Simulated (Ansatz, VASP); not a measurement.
# Ni: VASP beside Ansatz

```
Ni
1.0
     0.00000    1.73757    1.73757
     1.73757    0.00000    1.73757
     1.73757    1.73757    0.00000
Ni
1
Direct
  0.00000 0.00000 0.00000
```

Alike in both runs: task relaxation of cell and atoms; functional BLYP; dispersion D4; k mesh 13 × 13 × 13; occupations fermi-dirac, width 0.05 eV; collinear spin.

|  | VASP | Ansatz |
| --- | --- | --- |
| version | VASP 6.6.1 | Ansatz 0.2.0 |
| potentials or method | VASP PAW PBE potentials, release 64 (Ni), cutoff 600 eV | all-electron LAPW, scalar-relativistic |

|  | VASP | Ansatz | Ansatz less VASP |
| --- | --- | --- | --- |
| net moment per atom (μB) | 0.61 | 0.62 | +0.004 |
| size of the moment on the site where the two differ most (μB) | 0.62 | 0.64 | +0.023 |
| relaxed volume (Å³/atom) | 10.71 | 10.70 | -0.002 |
| relaxed length of the cell vector where the two differ most in proportion (Å) | 2.474 | 2.474 | -0.0002 |

VASP's potentials were made for PBE, not for BLYP. Site moments also hang on the region over which each program counts them. Ansatz ran all-electron here, and VASP with PAW potentials.
